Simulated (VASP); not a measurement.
# KBr (I4/mmm) in VASP: a series of runs

Runs on KBr. Level: LDA. Tasks: single point.

Everything below comes from runs of VASP 6.6.1. Logs are shortened: lines on timing, memory, paths and dates and some standing lists are left out, and cuts for length are marked.

### 1 The cell of the first run

The structure is tetragonal, space group I4/mmm (No. 139). Conventional cell: a = 4.586 Å, b = 4.586 Å, c = 6.387 Å, α = 90.00°, β = 90.00°, γ = 90.00°. Within 4.2 Å of K (site symmetry 4/mmm) lie 6 Br at 3.19 to 3.24 Å. Br (site symmetry 4/mmm) has 6 K at 3.19 to 3.24 Å within 4.2 Å.

### 2 Single point, LDA (strain -0.015 along x and y, -0.030 along z)

Contents of INCAR:

```
ALGO = Normal
EDIFF = 1E-6
ENCUT = 520
ISIF = 2
ISMEAR = 0
LASPH = True
LCHARG = False
LREAL = False
LWAVE = False
NBANDS = 15
NELM = 80
PREC = Accurate
SIGMA = 0.05
```

Contents of KPOINTS:

```
k-points
0
Gamma
  6 6 6
```

Contents of POSCAR:

```
KBr
1.0
    0.0000000000      3.2431125000      3.1937250000
    3.2431125000      0.0000000000      3.1937250000
    3.2431125000      3.2431125000      0.0000000000
K Br
1 1
Direct
    0.0000000000      0.0000000000      0.0000000000
    0.5000000000      0.5000000000      0.5000000000
```

Potentials or basis: VASP PAW LDA potentials, release 64 (K_sv, Br).

Command:

```console
cat potpaw_LDA.64/K_sv/POTCAR potpaw_LDA.64/Br/POTCAR > POTCAR
mpirun -np 1 vasp_std > vasp.out
```

OUTCAR:

```text
EDIFF = 1E-6
   ENCUT = 520
   ISIF = 2
   ISMEAR = 0
   LASPH = True
   LREAL = False
   NELM = 80
   PREC = Accurate

 ion  position               nearest neighbor table
   1  0.000  0.000  0.000-   2 3.19   2 3.19   2 3.24   2 3.24   2 3.24   2 3.24
   2  0.500  0.500  0.500-   1 3.19   1 3.19   1 3.24   1 3.24   1 3.24   1 3.24

  LATTYP: Found a body centered tetragonal cell.
 ALAT       =     4.5864536818
 C/A-ratio  =     1.3926773152

  Lattice vectors:

 A1 = (   0.0000000000,  -3.2431125000,  -3.1937250000)
 A2 = (   0.0000000000,   3.2431125000,  -3.1937250000)
 A3 = (   3.2431125000,   0.0000000000,   3.1937250000)

Analysis of symmetry for initial positions (statically):
=====================================================================
 Subroutine PRICEL returns:
 Original cell was already a primitive cell.

 Routine SETGRP: Setting up the symmetry group for a
 body centered tetragonal supercell.

 Subroutine GETGRP returns: Found 16 space group operations
 (whereof 16 operations were pure point group operations)
 out of a pool of 16 trial point group operations.

The static configuration has the point symmetry D_4h.

Analysis of symmetry for dynamics (positions and initial velocities):
=====================================================================
 Subroutine PRICEL returns:
 Original cell was already a primitive cell.

 Routine SETGRP: Setting up the symmetry group for a
 body centered tetragonal supercell.

 Subroutine GETGRP returns: Found 16 space group operations
 (whereof 16 operations were pure point group operations)
 out of a pool of 16 trial point group operations.

The dynamic configuration has the point symmetry D_4h.

 Subroutine INISYM returns: Found 16 space group operations
 (whereof 16 operations are pure point group operations),
 and found     1 'primitive' translations

----------------------------------------------------------------------------------------

                                     Primitive cell

  volume of cell :      67.1818

  direct lattice vectors                    reciprocal lattice vectors
     0.000000000  3.243112500  3.193725000    -0.154172882  0.154172882  0.156556998
     3.243112500  0.000000000  3.193725000     0.154172882 -0.154172882  0.156556998
     3.243112500  3.243112500  0.000000000     0.154172882  0.154172882 -0.156556998

  length of vectors
     4.551665416  4.551665416  4.586453682     0.268418794  0.268418794  0.268418794

  position of ions in fractional coordinates (direct lattice)
[... 91 lines left out ...]
   NUPDOWN=      -1.0000    fix difference up-down
   EMIN   =  10.00;   EMAX   =-10.00  energy-range for DOS
   EFERMI =   0.00;   METHOD = LEGACY
   ISMEAR =     0;   SIGMA  =   0.05  broadening in eV -4-tet -1-fermi 0-gaus
   EFERMI_NEDOS =   21; number of points for ismear=-14 and -15
   IALGO  =     38    algorithm
   IMIX   =      4    mixing-type and parameters
     AMIX     =   0.40;   BMIX     =  1.00
     AMIX_MAG =   1.60;   BMIX_MAG =  1.00
  volume/ion in A,a.u.               =      33.59       226.68
  Fermi-wavevector in a.u.,A,eV,Ry     =   1.014762  1.917623 14.010497  1.029742
  Thomas-Fermi vector in A             =   2.148009
   LORBIT       =      0    0 simple, 1 ext, 2 COOP (PROOUT), +10 PAW based schemes
   GGA     = CA    functional components
   LHFCALC =     F    Hartree Fock is set to
   AEXX    =    0.0000 exact exchange contribution
   IVDW    =     0    specifies the selected vdW correction
   LEPSILON=     F    determine dielectric tensor
   LRPA    =     F    only Hartree local field effects (RPA)
 non-spin polarized calculation
 Gauss-broadening in eV      SIGMA  =   0.05
  energy-cutoff  :      520.00
  volume of cell :       67.18
 maximum number of plane-waves:      1833
 NGX is ok and might be reduce to    36
   NGX = 17   NGY = 17   NGZ = 17

 number of electron      16.0000002 magnetization

 Free energy of the ion-electron system (eV)
  ---------------------------------------------------
  ext. energy  EPLUGINS =         0.00000000
  ---------------------------------------------------
  free energy    TOTEN  =        -6.82917444 eV

  energy without entropy =       -6.82917444  energy(sigma->0) =       -6.82917444

 E-fermi :  -1.2825     XC(G=0):  -8.1594

 val. band max:       -1.6145745192   @ k =   0.0000   0.0000   0.0000
 cond. band min:       2.5947301941   @ k =   0.0000   0.0000   0.0000
 fundamental gap:      4.2093047133
 Fermi energy:        -1.2825498492

 k-point     1 :       0.0000    0.0000    0.0000
  band No.  band energies     occupation
      1     -28.9005      2.00000
      2     -14.0360      2.00000
      3     -12.6250      2.00000
      4     -12.6207      2.00000
      5     -12.6207      2.00000
      6      -1.6273      2.00000
      7      -1.6273      2.00000
      8      -1.6146      2.00000
      9       2.5947      0.00000
     10       5.6904      0.00000
     11       5.6904      0.00000
     12       5.7911      0.00000
     13       6.6049      0.00000
     14       6.6844      0.00000
[... 401 lines left out ...]
      2     -14.0062      2.00000
      3     -12.7093      2.00000
      4     -12.6619      2.00000
      5     -12.5917      2.00000
      6      -2.5595      2.00000
      7      -2.1204      2.00000
      8      -1.9615      2.00000
      9       4.3231      0.00000
     10       5.7731      0.00000
     11       7.2406      0.00000
     12       7.8870      0.00000
     13       8.1690      0.00000
     14       8.8382      0.00000
     15       9.3776      0.00000

 [... further k-points ...]

------------------------ aborting loop because EDIFF is reached ----------------------------------------

  FORCE on cell =-STRESS in cart. coord.  units (eV):
  Direction    XX          YY          ZZ          XY          YZ          ZX
  --------------------------------------------------------------------------------------
  -------------------------------------------------------------------------------------
  Total       -0.3426453     -0.3426453     -0.0931361      0.0000000     -0.0000000     -0.0000000
  in kB       -8.1715385     -8.1715385     -2.2211461      0.0000000     -0.0000000     -0.0000000
  external PRESSURE =      -6.1880744 kB  Pullay stress =       0.0000000 kB

 VOLUME and BASIS-vectors are now :
 -----------------------------------------------------------------------------
  energy-cutoff  :      520.00
  volume of cell :       67.18
      direct lattice vectors                 reciprocal lattice vectors
     0.000000000  3.243112500  3.193725000    -0.154172882  0.154172882  0.156556998
     3.243112500  0.000000000  3.193725000     0.154172882 -0.154172882  0.156556998
     3.243112500  3.243112500  0.000000000     0.154172882  0.154172882 -0.156556998

 POSITION                                       TOTAL-FORCE (eV/Angst)
 -----------------------------------------------------------------------------------
      0.00000      0.00000      0.00000        -0.000000     -0.000000      0.000000
      3.24311      3.24311      3.19373         0.000000      0.000000      0.000000
 -----------------------------------------------------------------------------------
    total drift:                                0.000000      0.000000      0.000000

  FREE ENERGIE OF THE ION-ELECTRON SYSTEM (eV)
  ---------------------------------------------------
  free  energy   TOTEN  =        -6.8291744443 eV

  energy  without entropy=       -6.8291744443  energy(sigma->0) =       -6.82917444
```

Wall time 39 s (1 thread of AMD EPYC 7R43 (Zen 3), shared host); peak memory 0.15 GiB.

What came out:

| Item | Value |
| --- | --- |
| Free energy | -6.8292 eV |
| Pressure | -0.6 GPa |
| Band gap on the k mesh | 4.21 eV, direct |

Caveat: the cell differs from its parent crystal (strain -0.015 along x and y, -0.030 along z).

### 3 Single point, LDA (strain -0.030 along x and y, +0.015 along z)

Contents of INCAR:

```
ALGO = Normal ; EDIFF = 1E-6
ENCUT = 520 ; ISIF = 2
ISMEAR = 0 ; LASPH = True
LCHARG = False ; LREAL = False
LWAVE = False ; NBANDS = 15
NELM = 60 ; PREC = Accurate
SIGMA = 0.05
```

KPOINTS is that of step 2.

Contents of POSCAR:

```
KBr
1.0
    0.0000000000      3.1937250000      3.3418875000
    3.1937250000      0.0000000000      3.3418875000
    3.1937250000      3.1937250000      0.0000000000
K Br
1 1
Direct
    0.0000000000      0.0000000000      0.0000000000
    0.5000000000      0.5000000000      0.5000000000
```

Potentials or basis: VASP PAW LDA potentials, release 64 (K_sv, Br).

Command:

```console
cat potpaw_LDA.64/K_sv/POTCAR potpaw_LDA.64/Br/POTCAR > POTCAR
mpirun -np 1 vasp_std > vasp.out
```

Run time: 34 s. Hardware: 1 thread of AMD EPYC 7R43 (Zen 3), shared host; peak memory 0.15 GiB.

Results (log left out):

| Item | Value |
| --- | --- |
| Free energy | -6.8164 eV |
| Pressure | -0.8 GPa |
| Band gap on the k mesh | 4.16 eV, direct |

Stress tensor (GPa, compression positive):
```
-0.29  0.00  0.00
 0.00 -0.29  0.00
 0.00  0.00 -1.72
```

Levels at points of the mesh, in eV from the valence-band top:
| k point | band 4 | band 5 | band 6 | band 7 | band 8 | band 9 | band 10 | band 11 | band 12 | band 13 |
| --- | --- | --- | --- | --- | --- | --- | --- | --- | --- | --- |
| (0.00, 0.00, 0.00) | -11.04 | -11.03 | -0.03 | 0.00 | 0.00 | 4.16 | 7.15 | 7.44 | 7.44 | 8.15 |
| (0.50, 0.00, 0.00) | -11.04 | -10.76 | -1.38 | -0.42 | -0.41 | 6.34 | 8.10 | 9.65 | 9.66 | 9.80 |
| (0.50, 0.50, 0.00) | -11.08 | -11.08 | -0.97 | -0.28 | -0.28 | 5.51 | 7.03 | 9.20 | 9.27 | 9.64 |
| (0.50, 0.00, 0.50) | -11.10 | -11.07 | -0.89 | -0.36 | -0.34 | 5.46 | 7.06 | 9.31 | 9.49 | 9.67 |

Caveat: the cell differs from its parent crystal (strain -0.030 along x and y, +0.015 along z).

### 4 Single point, LDA (strain -0.015 along x and y, +0.000 along z)

Contents of INCAR:

```
SYSTEM = KBr
PREC = Accurate
ENCUT = 520
EDIFF = 1E-6
ISMEAR = 0
SIGMA = 0.05
LREAL = .False.
LASPH = .True.
NELM = 80
ALGO = Normal
ISIF = 2
LWAVE = .False.
LCHARG = .False.
GGA = CA
NBANDS = 15
```

Contents of KPOINTS:

```
Automatic mesh
0
Gamma
  6 6 6
  0 0 0
```

Contents of POSCAR:

```
KBr
1.0
    0.0000000000      3.2431125000      3.2925000000
    3.2431125000      0.0000000000      3.2925000000
    3.2431125000      3.2431125000      0.0000000000
K Br
1 1
Direct
    0.0000000000      0.0000000000      0.0000000000
    0.5000000000      0.5000000000      0.5000000000
```

Potentials or basis: VASP PAW LDA potentials, release 64 (K_sv, Br).

Command:

```console
cat potpaw_LDA.64/K_sv/POTCAR potpaw_LDA.64/Br/POTCAR > POTCAR
mpirun -np 1 vasp_std > vasp.out
```

OUTCAR:

```text
SYSTEM = KBr
   PREC = Accurate
   ENCUT = 520
   EDIFF = 1E-6
   ISMEAR = 0
   LREAL = .False.
   LASPH = .True.
   NELM = 80
   ISIF = 2
   GGA = CA

 ion  position               nearest neighbor table
   1  0.000  0.000  0.000-   2 3.24   2 3.24   2 3.24   2 3.24   2 3.29   2 3.29
   2  0.500  0.500  0.500-   1 3.24   1 3.24   1 3.24   1 3.24   1 3.29   1 3.29

  LATTYP: Found a body centered tetragonal cell.
 ALAT       =     4.5864536818
 C/A-ratio  =     1.4357498095

  Lattice vectors:

 A1 = (  -3.2431125000,   0.0000000000,   3.2925000000)
 A2 = (   3.2431125000,   0.0000000000,   3.2925000000)
 A3 = (   0.0000000000,   3.2431125000,  -3.2925000000)

Analysis of symmetry for initial positions (statically):
=====================================================================
 Subroutine PRICEL returns:
 Original cell was already a primitive cell.

 Routine SETGRP: Setting up the symmetry group for a
 body centered tetragonal supercell.

 Subroutine GETGRP returns: Found 16 space group operations
 (whereof 16 operations were pure point group operations)
 out of a pool of 16 trial point group operations.

The static configuration has the point symmetry D_4h.

Analysis of symmetry for dynamics (positions and initial velocities):
[... 178 lines left out ...]
     10       5.5265      0.00000
     11       5.6231      0.00000
     12       5.6231      0.00000
     13       6.4541      0.00000
     14       6.5259      0.00000
[... 401 lines left out ...]
      2     -14.1008      2.00000
      3     -12.8879      2.00000
      4     -12.8476      2.00000
      5     -12.7839      2.00000
      6      -2.6492      2.00000
      7      -2.2378      2.00000
      8      -2.0935      2.00000
      9       4.1952      0.00000
     10       5.5029      0.00000
     11       7.0128      0.00000
     12       7.7010      0.00000
     13       7.9498      0.00000
     14       8.6068      0.00000
     15       9.1694      0.00000

 [... further k-points ...]

------------------------ aborting loop because EDIFF is reached ----------------------------------------

  FORCE on cell =-STRESS in cart. coord.  units (eV):
  Direction    XX          YY          ZZ          XY          YZ          ZX
  --------------------------------------------------------------------------------------
  -------------------------------------------------------------------------------------
  Total       -0.4120454     -0.4120454     -0.6107997      0.0000000      0.0000000     -0.0000000
  in kB       -9.5318198     -9.5318198    -14.1295921      0.0000000      0.0000000     -0.0000000
  external PRESSURE =     -11.0644106 kB  Pullay stress =       0.0000000 kB

 VOLUME and BASIS-vectors are now :
 -----------------------------------------------------------------------------
  energy-cutoff  :      520.00
  volume of cell :       69.26
      direct lattice vectors                 reciprocal lattice vectors
     0.000000000  3.243112500  3.292500000    -0.154172882  0.154172882  0.151860289
     3.243112500  0.000000000  3.292500000     0.154172882 -0.154172882  0.151860289
     3.243112500  3.243112500  0.000000000     0.154172882  0.154172882 -0.151860289

 POSITION                                       TOTAL-FORCE (eV/Angst)
 -----------------------------------------------------------------------------------
      0.00000      0.00000      0.00000         0.000000     -0.000000      0.000000
      3.24311      3.24311      3.29250        -0.000000      0.000000      0.000000
 -----------------------------------------------------------------------------------
    total drift:                                0.000000      0.000000      0.000000

  FREE ENERGIE OF THE ION-ELECTRON SYSTEM (eV)
  ---------------------------------------------------
  free  energy   TOTEN  =        -6.8182934381 eV

  energy  without entropy=       -6.8182934381  energy(sigma->0) =       -6.81829344
```

stdout:

```text
POSCAR found type information on POSCAR K Br
 POSCAR found :  2 types and       2 ions
 scaLAPACK will be used
 LDA part: xc-table for (Slater(with rela. corr.)+CA(PZ))
 , standard interpolation
 POSCAR, INCAR and KPOINTS ok, starting setup
 FFT: planning ... GRIDC
 FFT: planning ... GRID_SOFT
 FFT: planning ... GRID
 WAVECAR not read
 entering main loop
```

It took 38 s on 1 thread of AMD EPYC 7R43 (Zen 3), shared host; peak memory 0.15 GiB.

What came out:

| Quantity | Value |
| --- | --- |
| Free energy | -6.8183 eV |
| Pressure | -1.1 GPa |
| Band gap on the k mesh | 4.13 eV, direct |

Caveat: the cell differs from its parent crystal (strain -0.015 along x and y, +0.000 along z).

### 5 Overview

| cell | gap on the mesh (eV) | pressure (GPa) |
| --- | --- | --- |
| a = 4.552, b = 4.552, c = 4.586 Å, angles 59.7, 59.7, 60.5°, 2 atoms | 4.21 | -0.6 |
| a = 4.623, b = 4.623, c = 4.517 Å, angles 60.8, 60.8, 58.5°, 2 atoms | 4.16 | -0.8 |
| a = 4.622, b = 4.622, c = 4.586 Å, angles 60.3, 60.3, 59.5°, 2 atoms | 4.13 | -1.1 |

Alike in all rows: task single point; level LDA; potentials or basis VASP PAW LDA potentials, release 64 (K_sv, Br); no spin polarisation; k mesh 6 × 6 × 6; cutoff (eV) 520; smearing gaussian 0.05 eV.

Total energies depend on the potentials used, so only differences within one code and one set of settings carry meaning.
